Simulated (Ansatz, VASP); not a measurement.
## Fe: VASP beside Ansatz

File INCAR:

```
PREC = Accurate
ENCUT = 600
EDIFF = 1E-6
ISMEAR = 1
SIGMA = 0.1
LREAL = False
LASPH = True
NELM = 200
ALGO = Normal
ISIF = 2
LWAVE = False
LCHARG = True
ISPIN = 2
MAGMOM = 1.988
LORBIT = 11
LMAXMIX = 4
LELF = True
LVHAR = True
NBANDS = 18
GGA_COMPAT = False
```

Contents of KPOINTS:

```
regular mesh
0
Gamma
  16 16 16
```

The input POSCAR:

```
Fe
1.0
   -1.3745984210      1.3745984210      1.3745984210
    1.3745984210     -1.3745984210      1.3745984210
    1.3745984210      1.3745984210     -1.3745984210
Fe
1
Direct
    0.0000000000      0.0000000000      0.0000000000
```

Input for Ansatz:

```yaml
crystal:
  lattice:
    - [-1.374598421, 1.374598421, 1.374598421]
    - [1.374598421, -1.374598421, 1.374598421]
    - [1.374598421, 1.374598421, -1.374598421]
  atoms:
    - { symbol: Fe, position: [0.0, 0.0, 0.0], spin: 1.988 }
hamiltonian:
  xc: lda
  pseudopotentials:
    kind: paw
    azcp:
      Fe: "pseudopotentials/Fe.paw.azcp"
basis:
  ecutwfc: 420
  fft_grid_basis: typed
kpoints:
  mp_grid: { grid: [16, 16, 16], shift: [0, 0, 0] }
magnetization:
  spin_polarized: true
scf:
  occupations: { method: methfessel_paxton, width: 0.1 }
  lower_state_search: "off"
output:
  stress: true
  write_density: true
  write_potential: true
  elf: true
  volumetric_format: npy
```

Alike in both runs: task single point; functional LDA; k mesh 16 × 16 × 16; occupations methfessel-paxton of order 1, width 0.1 eV; collinear spin.

```csv
,VASP,Ansatz
version,VASP 6.6.1,Ansatz 0.2.0
potentials or method,"VASP PAW LDA potentials, release 64 (Fe_sv), cutoff 600 eV","plane waves (420 eV) with PAW, scalar-relativistic"
valence electrons in the cell,16,16
```

|  | VASP | Ansatz | Ansatz less VASP |
| --- | --- | --- | --- |
| pressure (GPa) | -4.7 | 0.0 | +4.66 |
| net moment per atom (μB) | 1.92 | 1.97 | +0.048 |
| size of the moment on the site where the two differ most (μB) | 1.89 | 1.97 | +0.084 |

Ansatz warns that its potentials were made for another functional, while VASP's fit it. LDA's correlation is that of Perdew and Zunger in VASP and of Perdew and Wang (1992) in Ansatz. Site moments also hang on the region over which each program counts them. One of these differences is far larger than is usual between the two programs; its cause wasn't traced. Ansatz's warnings: stability check not made.
